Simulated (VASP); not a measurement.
# Sr (P6_3/mmc) in VASP: single point with PBE

Aim: the single point of Sr with PBE.

All numbers are computed with VASP 6.6.1; they aren't measurements. Logs are shortened: lines on timing, memory, paths and dates and some standing lists are left out, and cuts for length are marked.

### Step 1. The cell of the first run

It takes space group P6_3/mmc (No. 194, hexagonal). Conventional cell: a = 4.310 Å, b = 4.310 Å, c = 7.050 Å, α = 90.00°, β = 90.00°, γ = 120.00°. Within 5.7 Å of Sr (site symmetry -6m2) lie 12 Sr at 4.31 Å.

This isn't the form of Sr at room conditions, which is fcc.

### Step 2. Single point, PBE

The input, INCAR:

```
  PREC = Accurate
  ENCUT = 520
  EDIFF = 1E-6
  ISMEAR = 0
  SIGMA = 0.15
  LREAL = F
  LASPH = T
  NELM = 100
  ALGO = Fast
  ISIF = 2
  LWAVE = F
  LCHARG = F
  GGA = PE
  NBANDS = 17
```

The input, KPOINTS:

```
regular mesh
0
Gamma
  15 15 8
```

The input, POSCAR:

```
Sr
1.0
    4.3100002207      0.0000000000      0.0000000000
   -2.1550001104      3.7325696814      0.0000000000
    0.0000000000      0.0000000000      7.0500000000
Sr
2
Direct
    0.3333333333      0.6666666667      0.2500000000
    0.6666666667      0.3333333333      0.7500000000
```

Potentials or basis: VASP PAW PBE potentials, release 64 (Sr_sv).

Started as:

```sh
$ cat potpaw_PBE.64/Sr_sv/POTCAR > POTCAR
$ mpirun -np 1 vasp_std > vasp.out
```

OUTCAR:

```text
PREC = Accurate
   ENCUT = 520
   EDIFF = 1E-6
   ISMEAR = 0
   LREAL = F
   LASPH = T
   NELM = 100
   ISIF = 2
   GGA = PE

 ion  position               nearest neighbor table
   1  0.333  0.667  0.250-   2 4.31   2 4.31   2 4.31   2 4.31   2 4.31   2 4.31
   2  0.667  0.333  0.750-   1 4.31   1 4.31   1 4.31   1 4.31   1 4.31   1 4.31

  LATTYP: Found a hexagonal cell.
 ALAT       =     4.3100002207
 C/A-ratio  =     1.6357307747

  Lattice vectors:

 A1 = (   4.3100002207,   0.0000000000,   0.0000000000)
 A2 = (  -2.1550001104,   3.7325696814,   0.0000000000)
 A3 = (   0.0000000000,   0.0000000000,   7.0500000000)

Analysis of symmetry for initial positions (statically):
=====================================================================
 Subroutine PRICEL returns:
 Original cell was already a primitive cell.

 Routine SETGRP: Setting up the symmetry group for a
 hexagonal supercell.

 Subroutine GETGRP returns: Found 24 space group operations
 (whereof 12 operations were pure point group operations)
 out of a pool of 24 trial point group operations.

The static configuration has the point symmetry D_3d.
 The point group associated with its full space group is D_6h.

Analysis of symmetry for dynamics (positions and initial velocities):
=====================================================================
 Subroutine PRICEL returns:
 Original cell was already a primitive cell.

 Routine SETGRP: Setting up the symmetry group for a
 hexagonal supercell.

 Subroutine GETGRP returns: Found 24 space group operations
 (whereof 12 operations were pure point group operations)
 out of a pool of 24 trial point group operations.

The dynamic configuration has the point symmetry D_3d.
 The point group associated with its full space group is D_6h.

 Subroutine INISYM returns: Found 24 space group operations
 (whereof 12 operations are pure point group operations),
 and found     1 'primitive' translations

----------------------------------------------------------------------------------------

                                     Primitive cell

  volume of cell :     113.4160
[... 76 lines left out ...]
   ions per type =               2
   NGX,Y,Z   is equivalent  to a cutoff of  12.34, 12.34, 12.73 a.u.
   NGXF,Y,Z  is equivalent  to a cutoff of  24.69, 24.69, 25.47 a.u.
 SYSTEM =  unknown system
   PREC   = accura    normal or accurate (medium, high low for compatibility)
   ISTART =      0    job   : 0-new  1-cont  2-samecut
   ICHARG =      2    charge: 1-file 2-atom 10-const
   ISPIN  =      1    spin polarized calculation?
   LNONCOLLINEAR =      F non collinear calculations
   LSORBIT =      F    spin-orbit coupling
   LASPH  =      T    aspherical Exc in radial PAW
   ENCUT  =  520.0 eV  38.22 Ry    6.18 a.u.   8.01  8.01 13.11*2*pi/ulx,y,z
   NELM   =    100;   NELMIN=  2; NELMDL= -5     # of ELM steps
   EDIFF  = 0.1E-05   stopping-criterion for ELM
   LREAL  =      F    real-space projection
   EDIFFG = 0.1E-04   stopping-criterion for IOM
   NSW    =      0    number of steps for IOM
   IBRION =     -1    ionic relax: 0-MD 1-quasi-New 2-CG
   NFREE  =      0    steps in history (QN), initial steepest desc. (CG)
   ISIF   =      2    stress and relaxation
   ISYM   =      2    0-nonsym 1-usesym 2-fastsym
   POTIM  = 0.5000    time-step for ionic-motion
   TEBEG  =    0.0;   TEEND  =   0.0 temperature during run
   PSTRESS=    0.0 pullay stress
   NELECT =      20.0000    total number of electrons
   NUPDOWN=      -1.0000    fix difference up-down
   EMIN   =  10.00;   EMAX   =-10.00  energy-range for DOS
   EFERMI =   0.00;   METHOD = LEGACY
   ISMEAR =     0;   SIGMA  =   0.15  broadening in eV -4-tet -1-fermi 0-gaus
   EFERMI_NEDOS =   21; number of points for ismear=-14 and -15
   IALGO  =     68    algorithm
   IMIX   =      4    mixing-type and parameters
     AMIX     =   0.40;   BMIX     =  1.00
     AMIX_MAG =   1.60;   BMIX_MAG =  1.00
  volume/ion in A,a.u.               =      56.71       382.68
  Fermi-wavevector in a.u.,A,eV,Ry     =   0.918037  1.734838 11.466873  0.842791
  Thomas-Fermi vector in A             =   2.043073
   LORBIT       =      0    0 simple, 1 ext, 2 COOP (PROOUT), +10 PAW based schemes
   GGA     = PE    functional components
   LHFCALC =     F    Hartree Fock is set to
   AEXX    =    0.0000 exact exchange contribution
   IVDW    =     0    specifies the selected vdW correction
   LEPSILON=     F    determine dielectric tensor
   LRPA    =     F    only Hartree local field effects (RPA)
 non-spin polarized calculation
 RMM-DIIS sequential band-by-band and
 Gauss-broadening in eV      SIGMA  =   0.15
  energy-cutoff  :      520.00
  volume of cell :      113.42
 maximum number of plane-waves:      3090
   NGX = 17   NGY = 17   NGZ = 27

 number of electron      20.0000000 magnetization

 Free energy of the ion-electron system (eV)
  ---------------------------------------------------
  ext. energy  EPLUGINS =         0.00000000
  ---------------------------------------------------
  free energy    TOTEN  =        -3.28042302 eV

  energy without entropy =       -3.25229779  energy(sigma->0) =       -3.26636041

 E-fermi :   1.4989     XC(G=0):  -7.2582

 val. band max:        1.4982077325   @ k =   0.0667   0.0000   0.0000
 cond. band min:       1.5027738400   @ k =   0.0000   0.0000   0.0000
 fundamental gap:      0.0045661075
 Fermi energy:         1.4988572608

 k-point     1 :       0.0000    0.0000    0.0000
  band No.  band energies     occupation
      1     -35.1944      2.00000
      2     -35.1825      2.00000
      3     -17.2583      2.00000
      4     -17.1125      2.00000
      5     -17.1125      2.00000
      6     -17.0885      2.00000
[... 457 lines left out ...]
      4     -17.2066      2.00000
      5     -17.1775      2.00000
      6     -17.1694      2.00000
[... 9 lines left out ...]
     16       5.0646      0.00000
     17       5.3725      0.00000

 [... further k-points ...]
[... 5 lines left out ...]
  --------------------------------------------------------------------------------------
  -------------------------------------------------------------------------------------
  Total       -0.2192427     -0.2192427     -0.1671346      0.0000000      0.0000000      0.0000000
  in kB       -3.0971445     -3.0971445     -2.3610357      0.0000000      0.0000000      0.0000000
  external PRESSURE =      -2.8517749 kB  Pullay stress =       0.0000000 kB

 VOLUME and BASIS-vectors are now :
 -----------------------------------------------------------------------------
  energy-cutoff  :      520.00
  volume of cell :      113.42
      direct lattice vectors                 reciprocal lattice vectors
     4.310000221  0.000000000  0.000000000     0.232018550  0.133955972  0.000000000
    -2.155000110  3.732569681  0.000000000     0.000000000  0.267911944  0.000000000
     0.000000000  0.000000000  7.050000000     0.000000000  0.000000000  0.141843972

 POSITION                                       TOTAL-FORCE (eV/Angst)
 -----------------------------------------------------------------------------------
     -0.00000      2.48838      1.76250         0.000000     -0.000000      0.000000
      2.15500      1.24419      5.28750        -0.000000      0.000000      0.000000
 -----------------------------------------------------------------------------------
    total drift:                               -0.000000      0.000000     -0.000000

  FREE ENERGIE OF THE ION-ELECTRON SYSTEM (eV)
  ---------------------------------------------------
  free  energy   TOTEN  =        -3.2804230239 eV

  energy  without entropy=       -3.2522977920  energy(sigma->0) =       -3.26636041
```

OSZICAR:

```text
N       E                     dE             d eps       ncg     rms          rms(c)
DAV:   1     0.109228676539E+03    0.10923E+03   -0.93474E+03  4590   0.984E+02
DAV:   2     0.532382491960E+01   -0.10390E+03   -0.10237E+03  5957   0.229E+02
DAV:   3    -0.308632045585E+01   -0.84101E+01   -0.83875E+01  8420   0.465E+01
DAV:   4    -0.326999455216E+01   -0.18367E+00   -0.18350E+00  6248   0.649E+00
DAV:   5    -0.327481727137E+01   -0.48227E-02   -0.48220E-02  7601   0.772E-01    0.156E+01
RMM:   6    -0.327784724268E+01   -0.30300E-02   -0.13150E-02  4903   0.121E+00    0.887E+00
RMM:   7    -0.328004659946E+01   -0.21994E-02   -0.25719E-02  5030   0.176E+00    0.406E-01
RMM:   8    -0.328022598758E+01   -0.17939E-03   -0.46592E-03  6020   0.461E-01    0.736E-02
RMM:   9    -0.328037217421E+01   -0.14619E-03   -0.11171E-03  7445   0.136E-01    0.585E-02
RMM:  10    -0.328041539537E+01   -0.43221E-04   -0.22497E-04  7017   0.639E-02    0.584E-02
RMM:  11    -0.328042012953E+01   -0.47342E-05   -0.10007E-04  7253   0.371E-02    0.746E-03
RMM:  12    -0.328042177188E+01   -0.16424E-05   -0.15715E-05  6087   0.155E-02    0.628E-03
RMM:  13    -0.328042296684E+01   -0.11950E-05   -0.95479E-06  5623   0.998E-03    0.385E-03
RMM:  14    -0.328042302391E+01   -0.57069E-07   -0.26492E-06  4789   0.565E-03
   1 F= -.32804230E+01 E0= -.32663604E+01  d E =-.281252E-01
```

stdout:

```text
POSCAR found type information on POSCAR Sr
 POSCAR found :  1 types and       2 ions
 scaLAPACK will be used
 LDA part: xc-table for (Slater+PW92), standard interpolation
 POSCAR, INCAR and KPOINTS ok, starting setup
 FFT: planning ... GRIDC
 FFT: planning ... GRID_SOFT
 FFT: planning ... GRID
 WAVECAR not read
 entering main loop
WARNING in EDDRMM: call to ZHEGV failed, returncode =   6  3     11
WARNING in EDDRMM: call to ZHEGV failed, returncode =   8  4     12
WARNING in EDDRMM: call to ZHEGV failed, returncode =   6  3     15
WARNING in EDDRMM: call to ZHEGV failed, returncode =   6  3     13
WARNING in EDDRMM: call to ZHEGV failed, returncode =   6  3     15
WARNING in EDDRMM: call to ZHEGV failed, returncode =   8  4     15
WARNING in EDDRMM: call to ZHEGV failed, returncode =   8  4     15
```

It took 6.8 min on 1 thread of AMD EPYC 7R13, shared host; peak memory 0.35 GiB.

Results:

```yaml
Free_energy: -3.2804 eV
Pressure: -0.3 GPa
Band_gap_on_the_k_mesh: zero (bands 10 and 11 overlap by 0.25 eV)
```

Levels at points of the mesh, in eV from the Fermi level:
| k point | band 6 | band 7 | band 8 | band 9 | band 10 | band 11 | band 12 | band 13 | band 14 | band 15 |
| --- | --- | --- | --- | --- | --- | --- | --- | --- | --- | --- |
| (0.00, 0.00, 0.00) | -18.59 | -18.59 | -18.58 | -3.62 | -1.14 | 0.00 | 2.25 | 2.25 | 2.25 | 2.65 |
| (0.00, 0.00, 0.50) | -18.60 | -18.60 | -18.60 | -2.70 | -2.70 | 1.24 | 1.24 | 2.25 | 2.25 | 2.25 |
